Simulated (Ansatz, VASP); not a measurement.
# One calculation of Co, two programs

```
Co
1.0
     2.50166    0.00000    0.00000
     0.00000    2.50166    0.00000
     0.00000    0.00000    3.53678
Co
2
Direct
  0.00000 0.00000 0.00000
  0.50000 0.50000 0.50000
```

Alike in both runs: task single point; functional PBEsol; k mesh 15 × 15 × 10; occupations fermi-dirac, width 0.05 eV; collinear spin.

|  | VASP | Ansatz |
| --- | --- | --- |
| version | VASP 6.6.1 | Ansatz 0.2.0 |
| potentials or method | VASP PAW PBE potentials, release 64 (Co), cutoff 520 eV | plane waves (420 eV) with PAW, scalar-relativistic |
| valence electrons in the cell | 18 | 34 |

|  | VASP | Ansatz | Ansatz less VASP |
| --- | --- | --- | --- |
| pressure (GPa) | -13.2 | -12.6 | +0.56 |
| net moment per atom (μB) | 1.65 | 1.66 | +0.007 |
| size of the moment on the site where the two differ most (μB) | 1.67 | 1.72 | +0.054 |

VASP's potentials were made for PBE, not for PBEsol, and Ansatz warns of the same on its side. Site moments also hang on the region over which each program counts them. With one functional, cell and mesh, what is left measures potentials, basis and numerics. VASP's potentials hold 18 valence electrons a cell and Ansatz's 34, so a difference there can come from the potentials and not from the codes.
